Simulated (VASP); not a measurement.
**Zn: relaxation of cell and atoms with PBE**

Zn:

```
CELL_PARAMETERS angstrom
2.68833 0.00000 0.00000
-1.34417 2.32816 0.00000
0.00000 0.00000 4.78788
ATOMIC_POSITIONS crystal
Zn 0.33333 0.66667 0.25000
Zn 0.66667 0.33333 0.75000
```

```json
{
 "Program": "VASP 6.6.1",
 "Task": "relaxation of cell and atoms",
 "Functional": "PBE",
 "Potentials or basis": "VASP PAW PBE potentials, release 64 (Zn)",
 "Cutoff": "600 eV",
 "k mesh": "17 × 17 × 9",
 "Occupations": "fermi-dirac, width 0.05 eV",
 "Spin": "no spin polarisation",
 "Dipole correction": "no",
 "Further INCAR settings": "ALGO = Normal; EDIFF = 1e-06; IBRION = 2; EDIFFG = -0.005; NSW = 45; ISIF = 3"
}
```

- Relaxed volume: 15.04 Å³/atom
- Relaxed cell: a = 2.692 Å, b = 2.692 Å, c = 4.790 Å, α = 90.00°, β = 90.00°, γ = 120.00°
- Space group after relaxing (to 0.05 Å): P6_3/mmc (No. 194)
- Energy gained by relaxing: 0.1 meV/atom
- Ionic steps: 5
- Pressure after relaxing: 0.0 GPa
- Band gap on the k mesh: zero (band 12 reaches 4.39 eV, above the bottom of band 13 at 0.67 eV)

Step by step:
| step | energy change (eV) | largest force (eV/Å) | pressure (GPa) | volume (Å³) |
| --- | --- | --- | --- | --- |
| 1 | 0.0000 | 0.0000 | 0.31 | 29.97 |
| 2 | -0.0001 | 0.0000 | -0.06 | 30.09 |
| 3 | -0.0001 | 0.0000 | -0.01 | 30.07 |
| 4 | -0.0001 | 0.0000 | -0.01 | 30.08 |
| 5 | -0.0001 | 0.0000 | -0.03 | 30.07 |

Final structure:
```xyz
2
Lattice="2.6925 0.0000 0.0000 -1.3462 2.3317 0.0000 0.0000 0.0000 4.7902" Properties=species:S:1:pos:R:3 pbc="T T T"
Zn    0.0000    1.5545    1.1975
Zn    1.3462    0.7772    3.5926
```

Levels at points of the mesh, in eV from the Fermi level:
```tsv
k point	band 9	band 10	band 11	band 12	band 13	band 14	band 15	band 16
(0.00, 0.00, 0.00)	-7.43	-7.17	-7.17	-3.55	-2.59	15.14	16.64	16.64
```

It took 72 s on 1 thread of Intel(R) Xeon(R) 6975P-C (Granite Rapids), on a shared host, peak memory 0.22 GiB.
